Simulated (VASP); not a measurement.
## Si2Mo: single point with r2SCAN+D3(BJ)

Crystal: Si2Mo.

```
Mo Si
1.0
    -1.60000    1.60000    3.93050
     1.60000   -1.60000    3.93050
     1.60000    1.60000   -3.93050
Mo Si
1 2
Cartesian
  0.0000 0.0000 0.0000
  0.0000 0.0000 5.2433
  0.0000 0.0000 2.6177
```

```yaml
Program: VASP 6.6.1
Task: single point
Functional: r2SCAN
Dispersion: D3(BJ)
Potentials_or_basis: VASP PAW PBE potentials, release 64 (Mo_sv, Si)
Cutoff: 520 eV
k_mesh: 12 × 12 × 12
Occupations: fermi-dirac, width 0.05 eV
Spin: no spin polarisation
Dipole_correction: no
Further_INCAR_settings: ALGO = Normal; EDIFF = 1e-07; NBANDS = 18
```

```yaml
Pressure: -4.3 GPa
Largest_force: 0.349 eV/Å
Band_gap_on_the_k_mesh: zero (band 11 reaches 12.78 eV, above the bottom of band 12 at 11.65 eV)
Dispersion_energy_per_atom: -0.272 eV
```

Forces in eV/Å, atoms in the order of the input:
```
Mo   0.000  0.000  0.000
Si   0.000  0.000 -0.349
Si   0.000  0.000  0.349
```

Stress tensor (GPa, compression positive):
```
-3.43  0.00  0.00
 0.00 -3.43  0.00
 0.00  0.00 -6.10
```

Levels at points of the mesh, in eV from the Fermi level:
```csv
k point,band 7,band 8,band 9,band 10,band 11,band 12,band 13,band 14,band 15,band 16
"(0.00, 0.00, 0.00)",-3.58,-3.08,-2.84,-2.84,0.40,3.31,3.37,3.81,3.81,4.36
"(0.50, 0.00, 0.00)",-5.18,-4.81,-2.72,-2.69,-0.57,2.51,3.17,4.37,4.49,5.79
"(0.50, 0.50, 0.00)",-6.10,-5.46,-4.78,-3.27,-1.31,2.59,2.97,3.23,3.44,5.03
"(0.50, 0.50, 0.50)",-3.60,-2.38,-0.63,-0.63,-0.61,-0.61,0.55,4.95,5.77,6.34
```

Run time: 4.6 min on 1 thread of Intel(R) Xeon(R) 6975P-C (Granite Rapids), with other jobs on the host, peak memory 0.29 GiB.

Caveat: the PAW data sets were made with another functional, which shifts forces and pressure a little; pairwise dispersion overbinds metals, which lowers pressure and volume.
